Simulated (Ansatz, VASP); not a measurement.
**Two plane-wave programs on Cd9S8**

```xyz
17
Lattice="0.0000 5.8239 -5.8239 5.8239 5.8239 0.0000 5.8239 0.0000 -5.8239" Properties=species:S:1:pos:R:3 pbc="T T T"
Cd    2.9093    5.7110   -2.9129
Cd    0.1024    2.9069   -2.9063
Cd    2.9044    8.7295   -5.9292
Cd   -0.0127    5.8181   -5.8157
Cd    5.8270    5.8261   -5.8262
Cd    2.9087    2.9142   -5.7094
Cd    5.7066    8.7367   -8.7348
Cd    2.9039    5.9308   -8.7284
Cd    8.7230    8.7300   -8.7277
S     4.3869    4.3896   -4.3886
S     7.2594    7.2621   -4.3821
S     4.3821    7.2606   -7.2596
S     7.2409   10.2220   -7.2434
S     7.2601    4.3824   -7.2617
S    10.2160    7.2465   -7.2451
S     7.2414    7.2453  -10.2199
S    10.2116   10.2153  -10.2140
```

Alike in both runs: functional PBEsol; k mesh 2 × 2 × 2; occupations gaussian, width 0.02 eV; no spin polarisation.

Ansatz relaxed the structure, and its values are those at the end. VASP's run is a single point on that final structure, the one shown.

```csv
,VASP,Ansatz
version,VASP 6.6.1,Ansatz 0.2.0
potentials or method,"VASP PAW PBE potentials, release 64 (Cd, S), cutoff 520 eV","scalar-relativistic, plane waves, PAW"
valence electrons in the cell,156,228
```

|  | VASP | Ansatz | Ansatz less VASP |
| --- | --- | --- | --- |
| gap on the k mesh at the Fermi level (eV) | none | none | - |
| rms of the force components (eV/Å) | 0.006 | 0.001 | -0.0048 |

VASP's potentials were made for PBE, not for PBEsol. A gap of «none» marks a metal or a gap that the smearing closes. The functional is the same, so the differences come from potentials, cutoffs and numerics. VASP's potentials hold 156 valence electrons a cell and Ansatz's 228, so a difference there can come from the potentials and not from the codes.

The k mesh is coarse, so the values compare programs but aren't converged.
